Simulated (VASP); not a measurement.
## Hf: relaxation of shape and atoms at fixed volume with PBE

Hf:

```xyz
2
Lattice="3.1056 0.0000 0.0000 -1.5528 2.6896 0.0000 0.0000 0.0000 4.9109" Properties=species:S:1:pos:R:3 pbc="T T T"
Hf    0.0000    1.7930    1.2277
Hf    1.5528    0.8965    3.6831
```

```yaml
Program: VASP 6.6.1
Task: relaxation of shape and atoms at fixed volume
Functional: PBE
Potentials_or_basis: VASP PAW PBE potentials, release 64 (Hf_pv)
Cutoff: 600 eV
k_mesh: 15 × 15 × 8
Occupations: gaussian, width 0.1 eV
Spin: no spin polarisation
Dipole_correction: no
Further_INCAR_settings: ALGO = Normal; EDIFF = 1e-07; IBRION = 2; EDIFFG = -0.01; NSW = 50; ISIF = 4
```

```
Energy gained by relaxing : 0.0 meV/atom
Ionic steps               : 2
Pressure after relaxing   : 11.4 GPa
Band gap on the k mesh    : zero (bands 10 and 11 overlap by 1.63 eV)
```

Final structure:
```xyz
2
Lattice="3.1045 0.0000 0.0000 -1.5522 2.6886 0.0000 0.0000 0.0000 4.9145" Properties=species:S:1:pos:R:3 pbc="T T T"
Hf    0.0000    1.7924    1.2286
Hf    1.5522    0.8962    3.6858
```

Levels at points of the mesh, in eV from the Fermi level:
| k point | band 7 | band 8 | band 9 | band 10 | band 11 | band 12 | band 13 | band 14 |
| --- | --- | --- | --- | --- | --- | --- | --- | --- |
| (0.00, 0.00, 0.00) | -7.68 | -4.00 | 0.97 | 1.19 | 1.19 | 1.49 | 2.11 | 2.11 |
| (0.00, 0.00, 0.50) | -5.54 | -5.54 | 0.11 | 0.11 | 1.07 | 1.07 | 1.07 | 1.07 |

Wall time 3.4 min on 1 thread of AMD EPYC 7R13, with other jobs on the host, peak memory 0.21 GiB.

Caveat: spin-orbit coupling is left out, which moves the levels of the heavy elements.
